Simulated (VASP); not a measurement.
A run of VASP 6.6.1 is set up as follows.

INCAR

```
SYSTEM = P
ALGO = Normal ; EDIFF = 1E-6
ENCUT = 520 ; GGA = PE
ISIF = 2 ; ISMEAR = -1
LASPH = .TRUE. ; LCHARG = .FALSE.
LREAL = .FALSE. ; LWAVE = .FALSE.
NBANDS = 8 ; NELM = 60
PREC = Accurate ; SIGMA = 0.1
```

The input KPOINTS:

```
k-points
0
G
  16 16 16
  0 0 0
```

The input POSCAR:

```
P
1.0
    0.0000000000      1.9113641148      1.9113641148
    1.9113641148      0.0000000000      1.9113641148
    1.9113641148      1.9113641148      0.0000000000
P
1
Direct
    0.0000000000      0.0000000000      0.0000000000
```

Potentials or basis: VASP PAW PBE potentials, release 64 (P).

Launch:

```sh
$ cat potpaw_PBE.64/P/POTCAR > POTCAR
$ mpirun -np 1 vasp_std > vasp.out
```

Q: Predict the pressure.

A: 4.4 GPa.
